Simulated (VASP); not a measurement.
# PtSe2: vibrations by perturbation theory with PBEsol

The system is PtSe2.

```
Pt Se
1.0
     3.62397    0.00000    0.00000
    -1.81199    3.13845    0.00000
     0.00000    0.00000    4.18113
Pt Se
1 2
Cartesian
  0.0000 0.0000 0.0000
  0.0000 2.0923 1.2265
  1.8120 1.0462 2.9546
```

* Program: VASP 6.6.1
* Task: vibrations by perturbation theory
* Functional: PBEsol
* Potentials or basis: VASP PAW PBE potentials, release 64 (Pt, Se)
* Cutoff: 520 eV
* k mesh: 12 × 12 × 8
* Occupations: fermi-dirac, width 0.15 eV
* Spin: no spin polarisation
* Dipole correction: no
* Further INCAR settings: ALGO = Normal; EDIFF = 1e-08; NBANDS = 18; IBRION = 8; NSW = 1

* Highest phonon frequency at Γ, LO-TO splitting left out: 276 cm⁻¹

Phonon frequencies in cm⁻¹ (negative: imaginary):
```csv
q point,frequencies
"(0.000, 0.000, 0.000)",0 0 0 197 197 249 267 267 276
```

Wall time 22 min on 1 thread of Intel Xeon 8259CL, on a shared host, peak memory 1.2 GiB.

Caveat: the cell stands under pressure or tension, which shifts response properties.
